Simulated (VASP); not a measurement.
# SrTiO3 (Pm-3m) in VASP: single point with r2SCAN

Aim: the single point of SrTiO3 with r2SCAN.

Everything below comes from runs of VASP 6.6.1. Logs are shortened: lines on timing, memory, paths and dates and some standing lists are left out, and cuts for length are marked.

## 1. The cell of the first run

The structure is cubic, space group Pm-3m (No. 221). The conventional cell has a = 3.861 Å, b = 3.861 Å, c = 3.861 Å, α = 90.00°, β = 90.00°, γ = 90.00°. Within 3.6 Å of Sr (site symmetry m-3m) lie 12 O at 2.73 Å and 8 Ti at 3.34 Å. Ti (site symmetry m-3m) has 6 O at 1.93 Å within 2.6 Å. O (site symmetry 4/mmm) has 2 Ti at 1.93 Å within 2.6 Å. O (site symmetry 4/mmm) has 2 Ti at 1.93 Å within 2.6 Å.

## 2. Single point, r2SCAN

The input, POSCAR:

```
SrTiO3
1.0
    3.8608928200      0.0000000000      0.0000000000
    0.0000000000      7.7217856400      0.0000000000
    0.0000000000      0.0000000000      3.8608928200
Sr Ti O
2 2 6
Direct
    0.0000000000      0.0000000000      0.0000000000
    0.0000000000      0.5000000000      0.0000000000
    0.5000000000      0.2500000000      0.5000000000
    0.5000000000      0.7500000000      0.5000000000
    0.0000000000      0.2500000000      0.5000000000
    0.0000000000      0.7500000000      0.5000000000
    0.5000000000      0.0000000000      0.5000000000
    0.5000000000      0.5000000000      0.5000000000
    0.5000000000      0.2500000000      0.0000000000
    0.5000000000      0.7500000000      0.0000000000
```

The input, INCAR.step1:

```
ALGO     = Normal         # electronic algorithm
EDIFF    = 1E-4           # SCF threshold, eV
ENCUT    = 520            # plane-wave cutoff, eV
GGA      = PE             # functional
ISMEAR   = -1             # smearing method
LASPH    = T              # aspherical terms in the spheres
LCHARG   = F              # write CHGCAR
LREAL    = F              # projectors in reciprocal space
LWAVE    = T              # write WAVECAR
NBANDS   = 51             # bands
NELM     = 80             # most SCF steps
PREC     = Accurate       # precision mode
SIGMA    = 0.0139         # smearing width, eV
```

The input, INCAR.step2:

```
ALGO     = Normal         # electronic algorithm
EDIFF    = 1E-6           # SCF threshold, eV
ENCUT    = 520            # plane-wave cutoff, eV
ISIF     = 2              # what is computed and relaxed
ISMEAR   = -1             # smearing method
ISTART   = 1            
LASPH    = T              # aspherical terms in the spheres
LCHARG   = F              # write CHGCAR
LMIXTAU  = T            
LREAL    = F              # projectors in reciprocal space
LWAVE    = F              # write WAVECAR
METAGGA  = R2SCAN         # meta-GGA
NBANDS   = 51             # bands
NELM     = 80             # most SCF steps
PREC     = Accurate       # precision mode
SIGMA    = 0.0139         # smearing width, eV
```

The input, KPOINTS:

```
k-points
0
Gamma
  7 4 7
```

Potentials or basis: VASP PAW PBE potentials, release 64 (Sr_sv, Ti_sv, O).

Started as:

```sh
cat potpaw_PBE.64/Sr_sv/POTCAR potpaw_PBE.64/Ti_sv/POTCAR potpaw_PBE.64/O/POTCAR > POTCAR
cp INCAR.step1 INCAR
mpirun -np 1 vasp_std > vasp.out
cp INCAR.step2 INCAR
mpirun -np 1 vasp_std > vasp.out
```

OUTCAR:

```text
EDIFF = 1E-6
   ENCUT = 520
   ISIF = 2
   ISMEAR = -1
   ISTART = 1
   LASPH = T
   LREAL = F
   METAGGA = R2SCAN
   NELM = 80
   PREC = Accurate

 ion  position               nearest neighbor table
   1  0.000  0.000  0.000-   5 2.73   6 2.73   7 2.73   9 2.73  10 2.73   5 2.73   6 2.73   7 2.73
                             7 2.73   9 2.73  10 2.73   7 2.73   3 3.34   4 3.34   4 3.34   4 3.34
   2  0.000  0.500  0.000-   5 2.73   6 2.73   8 2.73   9 2.73  10 2.73   5 2.73   6 2.73   8 2.73
                             8 2.73   9 2.73  10 2.73   8 2.73   3 3.34   4 3.34   4 3.34   4 3.34
   3  0.500  0.250  0.500-   5 1.93   7 1.93   8 1.93   9 1.93   9 1.93   5 1.93   1 3.34   2 3.34
                             1 3.34   1 3.34   2 3.34   2 3.34   1 3.34   2 3.34
   4  0.500  0.750  0.500-   6 1.93   7 1.93   8 1.93  10 1.93  10 1.93   6 1.93   1 3.34   2 3.34
                             1 3.34   1 3.34   2 3.34   2 3.34   1 3.34   2 3.34
   5  0.000  0.250  0.500-   3 1.93   3 1.93   1 2.73   1 2.73   2 2.73   2 2.73
   6  0.000  0.750  0.500-   4 1.93   4 1.93   1 2.73   1 2.73   2 2.73   2 2.73
   7  0.500  0.000  0.500-   3 1.93   4 1.93   1 2.73   1 2.73   1 2.73   1 2.73
   8  0.500  0.500  0.500-   3 1.93   4 1.93   2 2.73   2 2.73   2 2.73   2 2.73
   9  0.500  0.250  0.000-   3 1.93   3 1.93   1 2.73   2 2.73   1 2.73   2 2.73
  10  0.500  0.750  0.000-   4 1.93   4 1.93   1 2.73   2 2.73   1 2.73   2 2.73

  LATTYP: Found a simple tetragonal cell.
 ALAT       =     3.8608928200
 C/A-ratio  =     2.0000000000

  Lattice vectors:

 A1 = (  -3.8608928200,   0.0000000000,   0.0000000000)
 A2 = (   0.0000000000,   0.0000000000,   3.8608928200)
 A3 = (   0.0000000000,   7.7217856400,   0.0000000000)

Analysis of symmetry for initial positions (statically):
=====================================================================
 Subroutine PRICEL returns following result:

  LATTYP: Found a simple cubic cell.
 ALAT       =     3.8608928200

  Lattice vectors:

 A1 = (   3.8608928200,   0.0000000000,   0.0000000000)
 A2 = (   0.0000000000,   3.8608928200,   0.0000000000)
 A3 = (   0.0000000000,   0.0000000000,   3.8608928200)

   2 primitive cells build up your supercell.

 Routine SETGRP: Setting up the symmetry group for a
 simple tetragonal supercell.

 Subroutine GETGRP returns: Found 16 space group operations
 (whereof 16 operations were pure point group operations)
 out of a pool of 16 trial point group operations.

The static configuration has the point symmetry D_4h.

Analysis of symmetry for dynamics (positions and initial velocities):
=====================================================================
 Subroutine PRICEL returns following result:

  LATTYP: Found a simple cubic cell.
 ALAT       =     3.8608928200

  Lattice vectors:

 A1 = (   3.8608928200,   0.0000000000,   0.0000000000)
 A2 = (   0.0000000000,   3.8608928200,   0.0000000000)
 A3 = (   0.0000000000,   0.0000000000,   3.8608928200)

   2 primitive cells build up your supercell.

 Routine SETGRP: Setting up the symmetry group for a
 simple tetragonal supercell.

 Subroutine GETGRP returns: Found 16 space group operations
 (whereof 16 operations were pure point group operations)
 out of a pool of 16 trial point group operations.

The dynamic configuration has the point symmetry D_4h.

 Subroutine INISYM returns: Found 16 space group operations
 (whereof 16 operations are pure point group operations),
 and found     2 'primitive' translations

----------------------------------------------------------------------------------------

                                     Primitive cell

  volume of cell :      57.5524

  direct lattice vectors                    reciprocal lattice vectors
     3.860892820  0.000000000  0.000000000     0.259007449  0.000000000  0.000000000
     0.000000000  3.860892820  0.000000000     0.000000000  0.259007449  0.000000000
     0.000000000  0.000000000  3.860892820     0.000000000  0.000000000  0.259007449

  length of vectors
     3.860892820  3.860892820  3.860892820     0.259007449  0.259007449  0.259007449

  position of ions in fractional coordinates (direct lattice)
     0.000000000  0.000000000  0.000000000
     0.500000000  0.500000000  0.500000000
     0.000000000  0.500000000  0.500000000
     0.500000000  0.000000000  0.500000000
     0.500000000  0.500000000  0.000000000

  ion indices of the primitive-cell ions
   primitive index   ion index
                 1           1
                 2           3
                 3           5
                 4           7
                 5           9

----------------------------------------------------------------------------------------

 KPOINTS: k-points

Automatic generation of k-mesh.
 Grid dimensions read from file:
 generate k-points for:    7    4    7

 Generating k-lattice:

  Cartesian coordinates                     Fractional coordinates (reciprocal lattice)
     0.037001064  0.000000000  0.000000000     0.142857143  0.000000000  0.000000000
     0.000000000  0.032375931  0.000000000     0.000000000  0.250000000  0.000000000
     0.000000000  0.000000000  0.037001064     0.000000000  0.000000000  0.142857143

  Length of vectors
     0.037001064  0.032375931  0.037001064

  Shift w.r.t. Gamma in fractional coordinates (k-lattice)
     0.000000000  0.000000000  0.000000000

 Subroutine IBZKPT returns following result:
 ===========================================

 Found     30 irreducible k-points:

 Following reciprocal coordinates:
            Coordinates               Weight
  0.000000  0.000000  0.000000      1.000000
  0.142857  0.000000  0.000000      4.000000
  0.285714  0.000000  0.000000      4.000000
  0.428571  0.000000  0.000000      4.000000
  0.000000  0.250000  0.000000      2.000000
  0.142857  0.250000  0.000000      8.000000
[... 16 lines left out ...]
  0.428571  0.000000  0.285714      8.000000
  0.285714  0.250000  0.285714      8.000000
 [... further k-points ...]
   k-points           NKPTS =     30   k-points in BZ     NKDIM =     30   number of bands    NBANDS=     51
   number of dos      NEDOS =    301   number of ions     NIONS =     10
   total plane-waves  NPLWV =  54000
   dimension x,y,z NGX =    30 NGY =   60 NGZ =   30
   dimension x,y,z NGXF=    60 NGYF=  120 NGZF=   60
   ions per type =               2   2   6
   NGX,Y,Z   is equivalent  to a cutoff of  12.92, 12.92, 12.92 a.u.
   NGXF,Y,Z  is equivalent  to a cutoff of  25.84, 25.84, 25.84 a.u.
 SYSTEM =  unknown system
   PREC   = accura    normal or accurate (medium, high low for compatibility)
   ISTART =      1    job   : 0-new  1-cont  2-samecut
   ICHARG =      0    charge: 1-file 2-atom 10-const
   ISPIN  =      1    spin polarized calculation?
   LNONCOLLINEAR =      F non collinear calculations
   LSORBIT =      F    spin-orbit coupling
   LASPH  =      T    aspherical Exc in radial PAW
   ENCUT  =  520.0 eV  38.22 Ry    6.18 a.u.   7.18 14.36  7.18*2*pi/ulx,y,z
   NELM   =     80;   NELMIN=  2; NELMDL=  0     # of ELM steps
   EDIFF  = 0.1E-05   stopping-criterion for ELM
   LREAL  =      F    real-space projection
   EDIFFG = 0.1E-04   stopping-criterion for IOM
   NSW    =      0    number of steps for IOM
   IBRION =     -1    ionic relax: 0-MD 1-quasi-New 2-CG
   NFREE  =      0    steps in history (QN), initial steepest desc. (CG)
   ISIF   =      2    stress and relaxation
   ISYM   =      2    0-nonsym 1-usesym 2-fastsym
   POTIM  = 0.5000    time-step for ionic-motion
   TEBEG  =    0.0;   TEEND  =   0.0 temperature during run
   PSTRESS=    0.0 pullay stress
   NELECT =      80.0000    total number of electrons
   NUPDOWN=      -1.0000    fix difference up-down
   EMIN   =  10.00;   EMAX   =-10.00  energy-range for DOS
   EFERMI =   0.00;   METHOD = LEGACY
   ISMEAR =    -1;   SIGMA  =   0.01  broadening in eV -4-tet -1-fermi 0-gaus
   EFERMI_NEDOS =   21; number of points for ismear=-14 and -15
   IALGO  =     38    algorithm
   IMIX   =      4    mixing-type and parameters
     AMIX     =   0.40;   BMIX     =  1.00
     AMIX_MAG =   1.60;   BMIX_MAG =  1.00
  volume/ion in A,a.u.               =      11.51        77.68
  Fermi-wavevector in a.u.,A,eV,Ry     =   1.450130  2.740349 28.611398  2.102878
  Thomas-Fermi vector in A             =   2.567778
   LORBIT       =      0    0 simple, 1 ext, 2 COOP (PROOUT), +10 PAW based schemes
   METAGGA = R2SCAN    functional components
   LHFCALC =     F    Hartree Fock is set to
   AEXX    =    0.0000 exact exchange contribution
   IVDW    =     0    specifies the selected vdW correction
   LEPSILON=     F    determine dielectric tensor
   LRPA    =     F    only Hartree local field effects (RPA)
 non-spin polarized calculation
  energy-cutoff  :      520.00
  volume of cell :      115.10
 maximum number of plane-waves:      3120
 NGX is ok and might be reduce to    30
   NGX = 15   NGY = 29   NGZ = 15

 number of electron      80.0000054 magnetization

 Free energy of the ion-electron system (eV)
  ---------------------------------------------------
  ext. energy  EPLUGINS =         0.00000000
  ---------------------------------------------------
  free energy    TOTEN  =      -126.53596180 eV

  energy without entropy =     -126.53596180  energy(sigma->0) =     -126.53596180

 E-fermi :   4.5499     XC(G=0): -12.1311

 val. band max:        4.0927442527   @ k =   0.4286   0.0000   0.4286
 cond. band min:       6.4833447012   @ k =   0.0000   0.0000   0.0000
 fundamental gap:      2.3906004485
 Fermi energy:         4.5498605590

 k-point     1 :       0.0000    0.0000    0.0000
  band No.  band energies     occupation
      1     -54.3814      2.00000
      2     -54.3793      2.00000
      3     -29.7910      2.00000
      4     -29.6338      2.00000
      5     -29.6044      2.00000
      6     -29.6044      2.00000
[... 43 lines left out ...]
     50      10.1468      0.00000
     51      10.1468      0.00000
[... 1240 lines left out ...]
     50      12.2460      0.00000
     51      12.3701      0.00000

 [... further k-points ...]

------------------------ aborting loop because EDIFF is reached ----------------------------------------

  FORCE on cell =-STRESS in cart. coord.  units (eV):
  Direction    XX          YY          ZZ          XY          YZ          ZX
  --------------------------------------------------------------------------------------
  -------------------------------------------------------------------------------------
  Total        5.9703973      5.9701538      5.9703973      0.0000000     -0.0000000      0.0000000
  in kB       83.1037419     83.1003529     83.1037419      0.0000000     -0.0000000      0.0000000
  external PRESSURE =      83.1026122 kB  Pullay stress =       0.0000000 kB

 VOLUME and BASIS-vectors are now :
 -----------------------------------------------------------------------------
  energy-cutoff  :      520.00
  volume of cell :      115.10
      direct lattice vectors                 reciprocal lattice vectors
     3.860892820  0.000000000  0.000000000     0.259007449  0.000000000  0.000000000
     0.000000000  7.721785640  0.000000000     0.000000000  0.129503724  0.000000000
     0.000000000  0.000000000  3.860892820     0.000000000  0.000000000  0.259007449

 POSITION                                       TOTAL-FORCE (eV/Angst)
 -----------------------------------------------------------------------------------
      0.00000      0.00000      0.00000        -0.000000      0.000000      0.000000
      0.00000      3.86089      0.00000        -0.000000      0.000000      0.000000
      1.93045      1.93045      1.93045         0.000000      0.000000     -0.000000
      1.93045      5.79134      1.93045         0.000000      0.000000     -0.000000
      0.00000      1.93045      1.93045         0.000000     -0.000000      0.000000
      0.00000      5.79134      1.93045         0.000000     -0.000000      0.000000
      1.93045      0.00000      1.93045         0.000000      0.000000     -0.000000
      1.93045      3.86089      1.93045        -0.000000      0.000000      0.000000
      1.93045      1.93045      0.00000         0.000000     -0.000000     -0.000000
      1.93045      5.79134      0.00000         0.000000     -0.000000      0.000000
 -----------------------------------------------------------------------------------
    total drift:                                0.000000      0.000000     -0.000000

  FREE ENERGIE OF THE ION-ELECTRON SYSTEM (eV)
  ---------------------------------------------------
  free  energy   TOTEN  =      -126.5359618048 eV

  energy  without entropy=     -126.5359618048  energy(sigma->0) =     -126.53596180
```

Wall time 17 min (1 thread of Oxide Virtual Turin-like, shared host); peak memory 0.3 GiB.

Results:

```
Free energy            : -126.5360 eV
Pressure               : 8.3 GPa
Band gap on the k mesh : 2.39 eV
```

Caveat: the PAW data sets were made with another functional, which shifts forces and pressure a little.
